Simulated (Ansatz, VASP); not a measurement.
**Two plane-wave programs on TaN**

Contents of INCAR:

```
SYSTEM = TaN
PREC     = Accurate       ! precision mode
ENCUT    = 520            ! plane-wave cutoff, eV
EDIFF    = 1E-7           ! SCF threshold, eV
ISMEAR   = 0              ! smearing method
SIGMA    = 0.15           ! smearing width, eV
LREAL    = .FALSE.        ! projectors in reciprocal space
LASPH    = .TRUE.         ! aspherical terms in the spheres
NELM     = 100            ! most SCF steps
ALGO     = Normal         ! electronic algorithm
ISIF     = 2              ! what is computed and relaxed
LWAVE    = .FALSE.        ! write WAVECAR
LCHARG   = .TRUE.         ! write CHGCAR
GGA      = PS             ! functional
LELF     = .TRUE.         ! ELF
LVHAR    = .TRUE.       
NBANDS   = 15             ! bands
```

The input KPOINTS:

```
regular mesh
0
G
  18 18 16
  0 0 0
```

The input POSCAR:

```
TaN
1.0
    2.8509000000      0.0000000000      0.0000000000
   -1.4254500000      2.4689518237      0.0000000000
    0.0000000000      0.0000000000      3.0143000000
Ta N
1 1
Direct
    0.3333333333      0.6666666667      0.5000000000
    0.0000000000      0.0000000000      0.0000000000
```

Input for Ansatz:

```yaml
crystal:
  lattice:
    - [2.8509, 0.0, 0.0]
    - [-1.42545, 2.4689518237, 0.0]
    - [0.0, 0.0, 3.0143]
  atoms:
    - { symbol: Ta, position: [0.3333333333, 0.6666666667, 0.5] }
    - { symbol: "N", position: [0.0, 0.0, 0.0] }
basis:
  ecutwfc: 520.0
kpoints:
  mp_grid: { grid: [18, 18, 16] }
hamiltonian:
  xc: pbesol
scf:
  occupations: { method: gaussian, width: 0.15 }
output:
  forces: true
  stress: true
  eigenvalues: true
```

Alike in both runs: task single point; functional PBEsol; k mesh 18 × 18 × 16; occupations gaussian, width 0.15 eV; no spin polarisation.

```csv
,VASP,Ansatz
version,VASP 6.6.1,Ansatz 0.2.0
potentials or method,"VASP PAW PBE potentials, release 64 (Ta_pv, N), cutoff 520 eV","scalar-relativistic, plane waves, PAW"
valence electrons in the cell,16,18
```

|  | VASP | Ansatz | Ansatz less VASP |
| --- | --- | --- | --- |
| gap on the k mesh at the Fermi level (eV) | none | none | - |
| pressure (GPa) | 0.6 | -0.3 | -0.83 |
| traceless stress, the component that is largest in VASP (GPa) | -31.69 | -31.80 | -0.112 |

VASP's potentials were made for PBE, not for PBEsol. A gap of «none» marks a metal or a gap that the smearing closes. VASP's potentials hold 16 valence electrons a cell and Ansatz's 18, so a difference there can come from the potentials and not from the codes.

Neither program's run includes spin-orbit coupling.
